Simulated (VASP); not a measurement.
A run of VASP 6.6.1:

POSCAR

```
Sb
1.0
    3.0020000000      0.0000000000      0.0000000000
    0.0000000000      3.0020000000      0.0000000000
    0.0000000000      0.0000000000      3.0020000000
Sb
1
Direct
    0.0000000000      0.0000000000      0.0000000000
```

File INCAR.step1:

```
SYSTEM = Sb
ALGO     = Normal         ! electronic algorithm
EDIFF    = 1E-4           ! SCF threshold, eV
ENCUT    = 520            ! plane-wave cutoff, eV
GGA      = PE             ! functional
ISMEAR   = 0              ! smearing method
LASPH    = .True.         ! aspherical terms in the spheres
LCHARG   = .False.        ! write CHGCAR
LREAL    = .False.        ! projectors in reciprocal space
LWAVE    = .True.         ! write WAVECAR
NBANDS   = 8              ! bands
NELM     = 80             ! most SCF steps
PREC     = Accurate       ! precision mode
SIGMA    = 0.15           ! smearing width, eV
```

The input INCAR.step2:

```
SYSTEM = Sb
ALGO     = Normal         ! electronic algorithm
EDIFF    = 1E-7           ! SCF threshold, eV
ENCUT    = 520            ! plane-wave cutoff, eV
ISIF     = 2              ! what is computed and relaxed
ISMEAR   = 0              ! smearing method
ISTART   = 1            
LASPH    = .True.         ! aspherical terms in the spheres
LCHARG   = .True.         ! write CHGCAR
LELF     = .True.         ! ELF
LMIXTAU  = .True.       
LREAL    = .False.        ! projectors in reciprocal space
LVHAR    = .True.       
LWAVE    = .False.        ! write WAVECAR
METAGGA  = R2SCAN         ! meta-GGA
NBANDS   = 8              ! bands
NELM     = 80             ! most SCF steps
PREC     = Accurate       ! precision mode
SIGMA    = 0.15           ! smearing width, eV
```

KPOINTS

```
k-points
0
Gamma
  16 16 16
  0 0 0
```

Potentials or basis: VASP PAW PBE potentials, release 64 (Sb).

The run is started by

```console
$ cat potpaw_PBE.64/Sb/POTCAR > POTCAR
$ cp INCAR.step1 INCAR
$ mpirun -np 1 vasp_std > vasp.out
$ cp INCAR.step2 INCAR
$ mpirun -np 1 vasp_std > vasp.out
```

Hardware: 1 thread of Intel(R) Xeon(R) Platinum 8488C (Sapphire Rapids), with other jobs on the host.

Problem. Estimate the wall time of this run.

Solution. Run time: 43 s on 1 thread of Intel(R) Xeon(R) Platinum 8488C (Sapphire Rapids), with other jobs on the host, peak memory 0.16 GiB. Counts: k points 165.
